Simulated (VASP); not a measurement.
# Sb (Fm-3m) in VASP: further runs, part 2 of 2

VASP 6.6.1. The steps go on from the part before.

## (3) Relaxation of cell and atoms, PBEsol

This run uses another cell than the first one, of 30.14 Å³/atom.

File INCAR:

```
SYSTEM = Sb
ALGO = Normal
EDIFF = 1E-7
EDIFFG = -0.03
ENCUT = 500
GGA = PS
GGA_COMPAT = .False.
IBRION = 2
ISIF = 3
ISMEAR = 1
LASPH = .True.
LCHARG = .False.
LREAL = .False.
LWAVE = .False.
NELM = 120
NELMIN = 4
NSW = 80
PREC = Accurate
SIGMA = 0.1
```

File KPOINTS:

```
k-points
0
Gamma
  15 15 15
  0 0 0
```

File POSCAR:

```
Sb
1.0
    0.0000000000      2.4700000000      2.4700000000
    2.4700000000      0.0000000000      2.4700000000
    2.4700000000      2.4700000000      0.0000000000
Sb
1
Direct
    0.0000000000      0.0000000000      0.0000000000
```

Potentials or basis: VASP PAW PBE potentials, release 64 (Sb).

Run with:

```bash
$ cat potpaw_PBE.64/Sb/POTCAR > POTCAR
$ mpirun -np 1 vasp_std > vasp.out
```

OUTCAR:

```text
SYSTEM = Sb
   EDIFF = 1E-7
   EDIFFG = -0.03
   ENCUT = 500
   GGA = PS
   IBRION = 2
   ISIF = 3
   ISMEAR = 1
   LASPH = .True.
   LREAL = .False.
   NELM = 120
   NELMIN = 4
   NSW = 80
   PREC = Accurate

 ion  position               nearest neighbor table
   1  0.000  0.000  0.000-

  LATTYP: Found a face centered cubic cell.
 ALAT       =     4.9400000000

  Lattice vectors:

 A1 = (   0.0000000000,   2.4700000000,   2.4700000000)
 A2 = (   2.4700000000,   0.0000000000,   2.4700000000)
 A3 = (   2.4700000000,   2.4700000000,   0.0000000000)

Analysis of symmetry for initial positions (statically):
=====================================================================
 Subroutine PRICEL returns:
 Original cell was already a primitive cell.

 Routine SETGRP: Setting up the symmetry group for a
 face centered cubic supercell.

 Subroutine GETGRP returns: Found 48 space group operations
 (whereof 48 operations were pure point group operations)
 out of a pool of 48 trial point group operations.

The static configuration has the point symmetry O_h .

Analysis of symmetry for dynamics (positions and initial velocities):
=====================================================================
 Subroutine PRICEL returns:
 Original cell was already a primitive cell.

 Routine SETGRP: Setting up the symmetry group for a
 face centered cubic supercell.

 Subroutine GETGRP returns: Found 48 space group operations
[... 135 lines left out ...]
  energy-cutoff  :      500.00
  volume of cell :       30.14
 maximum number of plane-waves:       785
 NGX is ok and might be reduce to    28
   NGX = 13   NGY = 13   NGZ = 13

--------------------------------------- Ionic step        1  -------------------------------------------

 number of electron       5.0000000 magnetization

 Free energy of the ion-electron system (eV)
  ---------------------------------------------------
  ext. energy  EPLUGINS =         0.00000000
  ---------------------------------------------------
  free energy    TOTEN  =        -4.20306668 eV

  energy without entropy =       -4.20278738  energy(sigma->0) =       -4.20297358

 E-fermi :   6.9880     XC(G=0):  -9.8554

 val. band max:        6.9820676105   @ k =   0.4667   0.4000   0.0000
 cond. band min:       6.9960306681   @ k =  -0.4667   0.4667   0.0667
 fundamental gap:      0.0139630576
 Fermi energy:         6.9880039923

 k-point     1 :       0.0000    0.0000    0.0000
  band No.  band energies     occupation
      1      -5.1307      2.00000
      2      11.5131      0.00000
      3      11.5131      0.00000
      4      11.5131      0.00000
      5      16.6074      0.00000
      6      16.6074      0.00000
[... 276 lines left out ...]
--------------------------------------- Ionic step        3  -------------------------------------------

 number of electron       5.0000000 magnetization

 Free energy of the ion-electron system (eV)
  ---------------------------------------------------
  ext. energy  EPLUGINS =         0.00000000
  ---------------------------------------------------
  free energy    TOTEN  =        -4.30060350 eV

  energy without entropy =       -4.30024490  energy(sigma->0) =       -4.30048397

 E-fermi :   8.7680     XC(G=0): -10.4512

 val. band max:        8.7404689363   @ k =   0.4667   0.2667   0.0667
 cond. band min:       8.7706663963   @ k =  -0.4000   0.4667   0.0667
 fundamental gap:      0.0301974600
 Fermi energy:         8.7679886496

 k-point     1 :       0.0000    0.0000    0.0000
  band No.  band energies     occupation
      1      -4.4187      2.00000
      2      14.2509      0.00000
      3      14.2509      0.00000
      4      14.2509      0.00000
      5      18.8154      0.00000
      6      18.8154      0.00000
[... 235 lines left out ...]
  FREE ENERGIE OF THE ION-ELECTRON SYSTEM (eV)
  ---------------------------------------------------
  free  energy   TOTEN  =        -4.3006034983 eV

  energy  without entropy=       -4.3002448997  energy(sigma->0) =       -4.30048397

 reached required accuracy - stopping structural energy minimisation
```

CONTCAR:

```text
Sb
   1.00000000000000
    -0.0000000000000000    2.3575439610677309    2.3575439610677309
     2.3575439610677309   -0.0000000000000000    2.3575439610677309
     2.3575439610677309    2.3575439610677309    0.0000000000000000
  Sb
     1
Direct
     0.0000000000000000    0.0000000000000000    0.0000000000000000

  0.00000000E+00  0.00000000E+00  0.00000000E+00
```

Run time: 20 s. Hardware: 1 thread of Intel Xeon 6975P-C (Granite Rapids), shared host; peak memory 0.17 GiB.

Results:

| Property | Result |
| --- | --- |
| Free energy | -4.3006 eV |
| Relaxed volume | 26.21 Å³/atom |
| Relaxed cell | a = 3.334 Å, b = 3.334 Å, c = 3.334 Å, α = 60.00°, β = 60.00°, γ = 60.00° |
| Space group after relaxing (to 0.1 Å) | Fm-3m (No. 225) |
| Energy gained by relaxing | 97.5 meV/atom |
| Ionic steps | 3 |
| Pressure after relaxing | 0.1 GPa |
| Band gap on the k mesh | zero (an odd number of electrons rules out a gap without spin polarisation) |

The path:
```tsv
step	energy change (eV)	largest force (eV/Å)	pressure (GPa)	volume (Å³)
1	0.0000	0.0000	-6.98	30.14
2	-0.0787	0.0000	4.32	24.77
3	-0.0975	0.0000	0.06	26.21
```

Final structure:
```
Sb
1.0
     0.00000    2.35754    2.35754
     2.35754    0.00000    2.35754
     2.35754    2.35754    0.00000
Sb
1
Cartesian
  0.0000 0.0000 0.0000
```

Caveat: the PAW data sets were made with another functional, which shifts forces and pressure a little; spin-orbit coupling is left out, which moves the levels of the heavy elements.
